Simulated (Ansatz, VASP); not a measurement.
**Ta9C7: VASP beside Ansatz**

```xyz
16
Lattice="0.0000 4.4754 -4.4754 4.4754 4.4754 0.0000 4.4754 0.0000 -4.4754" Properties=species:S:1:pos:R:3 pbc="T T T"
Ta    2.0629    4.4754   -2.2377
Ta    0.0000    2.4125   -2.2377
Ta    2.2377    6.7131   -4.4754
Ta    0.0000    4.4754   -4.3006
Ta    4.4754    4.4754   -4.6502
Ta    2.2377    2.2377   -4.4754
Ta    4.4754    6.5383   -6.7131
Ta    2.4125    4.4754   -6.7131
Ta    4.4754    4.4754   -2.2377
C     2.2377    2.2377   -2.2377
C     4.4754    6.7131   -4.4754
C     2.2377    4.4754   -4.4754
C     6.7131    4.4754   -4.4754
C     4.4754    2.2377   -4.4754
C     6.7131    6.7131   -6.7131
C     4.4754    4.4754   -6.7131
```

Alike in both runs: functional PBE; k mesh 1 × 1 × 1; occupations gaussian, width 0.1 eV; no spin polarisation.

Ansatz relaxed the structure, and its values are those at the end. VASP's run is a single point on that final structure, the one shown.

|  | VASP | Ansatz |
| --- | --- | --- |
| version | VASP 6.6.1 | Ansatz 0.2.0 |
| potentials or method | VASP PAW PBE potentials, release 64 (Ta_pv, C), cutoff 520 eV | scalar-relativistic, plane waves, PAW |
| valence electrons in the cell | 127 | 145 |

VASP gave:

```
rms of the force components (eV/Å) : 0.009
```

What did Ansatz give for the same quantities?

rms of the force components (eV/Å): 0.000.

VASP's potentials hold 127 valence electrons a cell and Ansatz's 145, so a difference there can come from the potentials and not from the codes.

Neither program's run includes spin-orbit coupling.
